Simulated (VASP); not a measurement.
The system is MgSi2N2.

```
CELL_PARAMETERS angstrom
3.03831 1.75417 2.38123
-3.03831 1.75417 2.38123
0.00000 -3.50834 2.38123
ATOMIC_POSITIONS crystal
Mg 0.00000 0.00000 0.00000
Si 0.59840 0.59840 0.59840
Si 0.40160 0.40160 0.40160
N 0.24748 0.24748 0.24748
N 0.75252 0.75252 0.75252
```

- Program: VASP 6.6.1
- Task: relaxation of cell and atoms
- Functional: PBE
- Potentials or basis: VASP PAW PBE potentials, release 64 (Mg, Si, N)
- Cutoff: 600 eV
- k mesh: 6 × 6 × 6
- Occupations: gaussian, width 0.1 eV
- Spin: no spin polarisation

At the start: pressure 202.3 GPa; volume 15.23 Å³/atom.

**Question.** Where does the relaxation end?

**Answer.** Over 59 steps the energy falls by 8870.8 meV/atom and the volume is 19.34 Å³/atom (+27.0 %); space group R-3m (No. 166, to 0.05 Å).

Step by step:
| step | energy change (eV) | largest force (eV/Å) | pressure (GPa) | volume (Å³) |
| --- | --- | --- | --- | --- |
| 1 | 0.0000 | 83.1154 | 202.34 | 76.15 |
| 3 | -8.1769 | 0.7482 | -19.56 | 260.01 |
| 5 | -21.7687 | 26.0832 | -1.66 | 158.56 |
| 7 | -24.8264 | 4.0304 | -13.17 | 176.04 |
| 9 | -24.8006 | 9.1952 | -10.31 | 168.21 |
| 11 | -39.1990 | 3.4968 | -21.62 | 91.64 |
| 13 | -38.0626 | 2.9830 | -25.35 | 90.41 |
| 15 | -39.5805 | 3.3463 | -22.48 | 82.26 |
| 17 | -41.1101 | 1.0508 | -3.48 | 70.06 |
| 19 | -41.3972 | 1.2998 | -1.71 | 69.05 |
| 21 | -41.6559 | 3.9896 | 8.29 | 66.92 |
| 23 | -42.3676 | 3.9574 | 21.16 | 65.25 |
| 25 | -41.9820 | 6.4995 | -9.57 | 72.16 |
| 27 | -43.1459 | 1.3852 | 1.37 | 67.79 |
| 29 | -43.2881 | 1.1419 | 0.46 | 68.93 |
| 31 | -44.1442 | 1.3196 | 0.57 | 79.85 |
| 33 | -44.2101 | 0.1101 | 4.14 | 80.75 |
| 35 | -44.2897 | 1.3974 | 1.01 | 91.34 |
| 37 | -44.3019 | 0.8304 | -2.42 | 92.67 |
| 39 | -44.3343 | 0.1640 | -0.24 | 91.61 |
| 41 | -44.3445 | 0.1668 | 0.97 | 92.81 |
| 43 | -44.3464 | 0.1254 | 0.66 | 93.20 |
| 45 | -44.3500 | 0.1011 | -0.11 | 94.86 |
| 47 | -44.3508 | 0.1521 | -0.14 | 95.08 |
| 49 | -44.3520 | 0.1001 | 0.22 | 95.46 |
| 51 | -44.3527 | 0.1011 | 0.42 | 95.79 |
| 53 | -44.3533 | 0.0980 | 0.22 | 96.16 |
| 55 | -44.3536 | 0.0945 | 0.00 | 96.57 |
| 57 | -44.3539 | 0.0718 | -0.09 | 96.68 |
| 59 | -44.3541 | 0.0163 | 0.11 | 96.71 |

Final structure:
```xyz
5
Lattice="2.8786 1.6620 3.3693 -2.8786 1.6620 3.3693 0.0000 -3.3239 3.3693" Properties=species:S:1:pos:R:3 pbc="T T T"
Mg    0.0000    0.0000    0.0000
Si    0.0000    0.0000    3.5437
Si    0.0000    0.0000    6.5640
N     0.0000    0.0000    8.1595
N     0.0000    0.0000    1.9483
```

Caveat: the volume moved by over 15 % at a fixed basis, so the end points are rough.
